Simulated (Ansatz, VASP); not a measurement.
**NbAl2F3: VASP beside Ansatz**

```
CELL_PARAMETERS angstrom
2.44025 1.40888 3.93160
-2.44025 1.40888 3.93160
0.00000 -2.81776 3.93160
ATOMIC_POSITIONS crystal
Al 0.70340 0.70340 0.70340
Al 0.29660 0.29660 0.29660
Nb 0.00000 0.00000 0.00000
F 0.00000 0.50000 0.00000
F 0.50000 0.00000 0.00000
F 0.00000 0.00000 0.50000
```

Change from the starting cell: species swapped into the Tb2AlFe3 type (R-3m, No. 166).

Alike in both runs: functional PBE; k mesh 6 × 6 × 6; occupations gaussian, width 0.1 eV; no spin polarisation.

Ansatz relaxed the structure, and its values are those at the end. VASP's run is a single point on that final structure, the one shown.

|  | VASP | Ansatz |
| --- | --- | --- |
| version | VASP 6.6.1 | Ansatz 0.2.0 |
| potentials or method | VASP PAW PBE potentials, release 64 (Al, Nb_sv, F), cutoff 520 eV | scalar-relativistic, plane waves, PAW |
| valence electrons in the cell | 40 | 40 |

```csv
,VASP,Ansatz,Ansatz less VASP
gap on the k mesh at the Fermi level (eV),none,none,-
pressure (GPa),0.1,0.3,+0.20
```

A gap of «none» marks a metal or a gap that the smearing closes.
